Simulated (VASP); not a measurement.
# CdS (zincblende type) (F-43m) in VASP: notebook, part 2 of 2

VASP 6.6.1.

## Step 3: Single point, PBEsol (volume scaled by 0.52)

INCAR

```
PREC     = Accurate       # precision mode
ENCUT    = 520            # plane-wave cutoff, eV
EDIFF    = 1E-7           # SCF threshold, eV
ISMEAR   = -1             # smearing method
SIGMA    = 0.08           # smearing width, eV
LREAL    = False          # projectors in reciprocal space
LASPH    = True           # aspherical terms in the spheres
NELM     = 80             # most SCF steps
ALGO     = Normal         # electronic algorithm
ISIF     = 2              # what is computed and relaxed
LWAVE    = False          # write WAVECAR
LCHARG   = False          # write CHGCAR
GGA      = PS             # functional
NBANDS   = 16             # bands
```

KPOINTS

```
Automatic mesh
0
Gamma
  11 11 11
```

POSCAR

```
CdS
1.0
    0.0000000000      2.3418292779      2.3418292779
    2.3418292779      0.0000000000      2.3418292779
    2.3418292779      2.3418292779      0.0000000000
Cd S
1 1
Direct
    0.0000000000      0.0000000000      0.0000000000
    0.2500000000      0.2500000000      0.2500000000
```

Potentials or basis: VASP PAW PBE potentials, release 64 (Cd, S).

The run is started by

```sh
$ cat potpaw_PBE.64/Cd/POTCAR potpaw_PBE.64/S/POTCAR > POTCAR
$ mpirun -np 1 vasp_std > vasp.out
```

OUTCAR:

```text
PREC = Accurate
   ENCUT = 520
   EDIFF = 1E-7
   ISMEAR = -1
   LREAL = False
   LASPH = True
   NELM = 80
   ISIF = 2
   GGA = PS

 ion  position               nearest neighbor table
   1  0.000  0.000  0.000-   2 2.03   2 2.03   2 2.03   2 2.03
   2  0.250  0.250  0.250-   1 2.03   1 2.03   1 2.03   1 2.03

  LATTYP: Found a face centered cubic cell.
 ALAT       =     4.6836585558

  Lattice vectors:

 A1 = (   0.0000000000,   2.3418292779,   2.3418292779)
 A2 = (   2.3418292779,   0.0000000000,   2.3418292779)
 A3 = (   2.3418292779,   2.3418292779,   0.0000000000)

Analysis of symmetry for initial positions (statically):
=====================================================================
 Subroutine PRICEL returns:
 Original cell was already a primitive cell.

 Routine SETGRP: Setting up the symmetry group for a
 face centered cubic supercell.

 Subroutine GETGRP returns: Found 24 space group operations
 (whereof 24 operations were pure point group operations)
 out of a pool of 48 trial point group operations.

The static configuration has the point symmetry T_d .

Analysis of symmetry for dynamics (positions and initial velocities):
=====================================================================
 Subroutine PRICEL returns:
 Original cell was already a primitive cell.

 Routine SETGRP: Setting up the symmetry group for a
 face centered cubic supercell.

 Subroutine GETGRP returns: Found 24 space group operations
 (whereof 24 operations were pure point group operations)
 out of a pool of 48 trial point group operations.

The dynamic configuration has the point symmetry T_d .

 Subroutine INISYM returns: Found 24 space group operations
 (whereof 24 operations are pure point group operations),
 and found     1 'primitive' translations

----------------------------------------------------------------------------------------

                                     Primitive cell

  volume of cell :      25.6860

  direct lattice vectors                    reciprocal lattice vectors
     0.000000000  2.341829278  2.341829278    -0.213508305  0.213508305  0.213508305
     2.341829278  0.000000000  2.341829278     0.213508305 -0.213508305  0.213508305
     2.341829278  2.341829278  0.000000000     0.213508305  0.213508305 -0.213508305

  length of vectors
     3.311846726  3.311846726  3.311846726     0.369807232  0.369807232  0.369807232

  position of ions in fractional coordinates (direct lattice)
     0.000000000  0.000000000  0.000000000
     0.250000000  0.250000000  0.250000000

  ion indices of the primitive-cell ions
   primitive index   ion index
                 1           1
                 2           2

----------------------------------------------------------------------------------------

 KPOINTS: Automatic mesh

Automatic generation of k-mesh.
 Grid dimensions read from file:
 generate k-points for:   11   11   11

 Generating k-lattice:

  Cartesian coordinates                     Fractional coordinates (reciprocal lattice)
    -0.019409846  0.019409846  0.019409846     0.090909091  0.000000000  0.000000000
     0.019409846 -0.019409846  0.019409846     0.000000000  0.090909091  0.000000000
     0.019409846  0.019409846 -0.019409846     0.000000000  0.000000000  0.090909091

  Length of vectors
     0.033618839  0.033618839  0.033618839

  Shift w.r.t. Gamma in fractional coordinates (k-lattice)
     0.000000000  0.000000000  0.000000000

 Subroutine IBZKPT returns following result:
 ===========================================

 Found     56 irreducible k-points:

 Following reciprocal coordinates:
            Coordinates               Weight
  0.000000  0.000000  0.000000      1.000000
  0.090909  0.000000  0.000000      8.000000
  0.181818  0.000000  0.000000      8.000000
  0.272727  0.000000  0.000000      8.000000
  0.363636  0.000000  0.000000      8.000000
  0.454545  0.000000  0.000000      8.000000
[... 16 lines left out ...]
 -0.272727  0.181818  0.000000     24.000000
 -0.181818  0.181818  0.000000     12.000000
 [... further k-points ...]
   k-points           NKPTS =     56   k-points in BZ     NKDIM =     56   number of bands    NBANDS=     16
   number of dos      NEDOS =    301   number of ions     NIONS =      2
   total plane-waves  NPLWV =  21952
   dimension x,y,z NGX =    28 NGY =   28 NGZ =   28
   dimension x,y,z NGXF=    56 NGYF=   56 NGZF=   56
   ions per type =               1   1
   NGX,Y,Z   is equivalent  to a cutoff of  14.06, 14.06, 14.06 a.u.
   NGXF,Y,Z  is equivalent  to a cutoff of  28.11, 28.11, 28.11 a.u.
 SYSTEM =  unknown system
   PREC   = accura    normal or accurate (medium, high low for compatibility)
   ISTART =      0    job   : 0-new  1-cont  2-samecut
   ICHARG =      2    charge: 1-file 2-atom 10-const
   ISPIN  =      1    spin polarized calculation?
   LNONCOLLINEAR =      F non collinear calculations
   LSORBIT =      F    spin-orbit coupling
   LASPH  =      T    aspherical Exc in radial PAW
   ENCUT  =  520.0 eV  38.22 Ry    6.18 a.u.   6.16  6.16  6.16*2*pi/ulx,y,z
   NELM   =     80;   NELMIN=  2; NELMDL= -5     # of ELM steps
   EDIFF  = 0.1E-06   stopping-criterion for ELM
   LREAL  =      F    real-space projection
   EDIFFG = 0.1E-05   stopping-criterion for IOM
   NSW    =      0    number of steps for IOM
   IBRION =     -1    ionic relax: 0-MD 1-quasi-New 2-CG
   NFREE  =      0    steps in history (QN), initial steepest desc. (CG)
   ISIF   =      2    stress and relaxation
   ISYM   =      2    0-nonsym 1-usesym 2-fastsym
   POTIM  = 0.5000    time-step for ionic-motion
   TEBEG  =    0.0;   TEEND  =   0.0 temperature during run
   PSTRESS=    0.0 pullay stress
   NELECT =      18.0000    total number of electrons
   NUPDOWN=      -1.0000    fix difference up-down
   EMIN   =  10.00;   EMAX   =-10.00  energy-range for DOS
   EFERMI =   0.00;   METHOD = LEGACY
   ISMEAR =    -1;   SIGMA  =   0.08  broadening in eV -4-tet -1-fermi 0-gaus
   EFERMI_NEDOS =   21; number of points for ismear=-14 and -15
   IALGO  =     38    algorithm
   IMIX   =      4    mixing-type and parameters
     AMIX     =   0.40;   BMIX     =  1.00
     AMIX_MAG =   1.60;   BMIX_MAG =  1.00
  volume/ion in A,a.u.               =      12.84        86.67
  Fermi-wavevector in a.u.,A,eV,Ry     =   1.454121  2.747890 28.769067  2.114467
  Thomas-Fermi vector in A             =   2.571308
   LORBIT       =      0    0 simple, 1 ext, 2 COOP (PROOUT), +10 PAW based schemes
   GGA     = PS    functional components
   LHFCALC =     F    Hartree Fock is set to
   AEXX    =    0.0000 exact exchange contribution
   IVDW    =     0    specifies the selected vdW correction
   LEPSILON=     F    determine dielectric tensor
   LRPA    =     F    only Hartree local field effects (RPA)
 non-spin polarized calculation
  energy-cutoff  :      520.00
  volume of cell :       25.69
 maximum number of plane-waves:       702
 NGX is ok and might be reduce to    28
   NGX = 13   NGY = 13   NGZ = 13

 number of electron      18.0000002 magnetization

 Free energy of the ion-electron system (eV)
  ---------------------------------------------------
  ext. energy  EPLUGINS =         0.00000000
  ---------------------------------------------------
  free energy    TOTEN  =         0.69163105 eV

  energy without entropy =        0.69163145  energy(sigma->0) =        0.69163125

 E-fermi :  10.9326     XC(G=0): -12.8230

 val. band max:       10.0960385911   @ k =   0.0000   0.0000   0.0000
 cond. band min:      11.8499246948   @ k =   0.0000   0.0000   0.0000
 fundamental gap:      1.7538861038
 Fermi energy:        10.9326150829

 k-point     1 :       0.0000    0.0000    0.0000
  band No.  band energies     occupation
      1      -9.1662      2.00000
      2      -3.4186      2.00000
      3      -3.4186      2.00000
      4      -3.4186      2.00000
      5      -1.5291      2.00000
      6      -1.5291      2.00000
[... 8 lines left out ...]
     15      21.9736      0.00000
     16      23.4075      0.00000

 k-point     2 :       0.0909    0.0000    0.0000
  band No.  band energies     occupation
      1      -9.0583      2.00000
      2      -3.4055      2.00000
      3      -3.3728      2.00000
      4      -3.3728      2.00000
      5      -1.5379      2.00000
      6      -1.5379      2.00000
[... 8 lines left out ...]
     15      21.2513      0.00000
     16      23.0203      0.00000
[... 387 lines left out ...]
      5      -1.6420      2.00000
      6      -1.1307      2.00000
[... 8 lines left out ...]
     15      23.1355      0.00000
     16      25.9000      0.00000

 k-point    24 :      -0.1818    0.1818    0.0000
  band No.  band energies     occupation
      1      -8.2561      2.00000
      2      -3.1111      2.00000
      3      -3.0402      2.00000
      4      -2.9531      2.00000
      5      -1.6836      2.00000
      6      -1.3101      2.00000
[... 8 lines left out ...]
     15      22.7048      0.00000
     16      25.0586      0.00000

 [... further k-points ...]
[... 5 lines left out ...]
  --------------------------------------------------------------------------------------
  -------------------------------------------------------------------------------------
  Total       29.5884615     29.5884615     29.5884615     -0.0000000     -0.0000000     -0.0000000
  in kB     1845.5987020   1845.5987020   1845.5987020     -0.0000000     -0.0000000     -0.0000000
  external PRESSURE =    1845.5987020 kB  Pullay stress =       0.0000000 kB

 VOLUME and BASIS-vectors are now :
 -----------------------------------------------------------------------------
  energy-cutoff  :      520.00
  volume of cell :       25.69
      direct lattice vectors                 reciprocal lattice vectors
     0.000000000  2.341829278  2.341829278    -0.213508305  0.213508305  0.213508305
     2.341829278  0.000000000  2.341829278     0.213508305 -0.213508305  0.213508305
     2.341829278  2.341829278  0.000000000     0.213508305  0.213508305 -0.213508305

 POSITION                                       TOTAL-FORCE (eV/Angst)
 -----------------------------------------------------------------------------------
      0.00000      0.00000      0.00000        -0.000000     -0.000000     -0.000000
      1.17091      1.17091      1.17091         0.000000      0.000000      0.000000
 -----------------------------------------------------------------------------------
    total drift:                               -0.000001     -0.000001     -0.000001

  FREE ENERGIE OF THE ION-ELECTRON SYSTEM (eV)
  ---------------------------------------------------
  free  energy   TOTEN  =         0.6916310458 eV

  energy  without entropy=        0.6916314520  energy(sigma->0) =        0.69163125
```

It took 28 s on 1 thread of Intel Xeon 8259CL, shared host; peak memory 0.17 GiB.

Results:

| Quantity | Value |
| --- | --- |
| Free energy | 0.6916 eV |
| Pressure | 184.6 GPa |
| Band gap on the k mesh | 1.75 eV, direct |

Levels at points of the mesh, in eV from the valence-band top:
```csv
k point,band 7,band 8,band 9,band 10,band 11,band 12
"(0.00, 0.00, 0.00)",0.00,0.00,0.00,1.75,5.00,5.00
```

Caveat: the PAW data sets were made with another functional, which shifts forces and pressure a little. A k mesh can miss the band edges.
